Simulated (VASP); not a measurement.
**Sc: single point with PBEsol**

The system is Sc.

```
Sc
1.0
     3.27607    0.00000    0.00000
    -1.63803    2.83716    0.00000
     0.00000    0.00000    5.09366
Sc
2
Direct
  0.66667 0.33333 0.75000
  0.33333 0.66667 0.25000
```

```
Program                : VASP 6.6.1
Task                   : single point
Functional             : PBEsol
Potentials or basis    : VASP PAW PBE potentials, release 64 (Sc_sv)
Cutoff                 : 520 eV
k mesh                 : 9 × 9 × 5
Occupations            : fermi-dirac, width 0.05 eV
Spin                   : no spin polarisation
Dipole correction      : no
Further INCAR settings : ALGO = Normal; EDIFF = 1e-06; NBANDS = 18
```

```json
{
  "Pressure": "0.0 GPa",
  "Band gap on the k mesh": "zero (bands 11 and 12 overlap by 1.34 eV)"
}
```

Levels at points of the mesh, in eV from the Fermi level:
| k point | band 9 | band 10 | band 11 | band 12 | band 13 | band 14 |
| --- | --- | --- | --- | --- | --- | --- |
| (0.00, 0.00, 0.00) | -5.21 | -1.70 | 0.73 | 1.63 | 1.63 | 1.92 |

It took 10 s on 1 thread of Intel(R) Xeon(R) 6975P-C (Granite Rapids), with other jobs on the host, peak memory 0.17 GiB.

Caveat: the PAW data sets were made with another functional, which shifts forces and pressure a little.
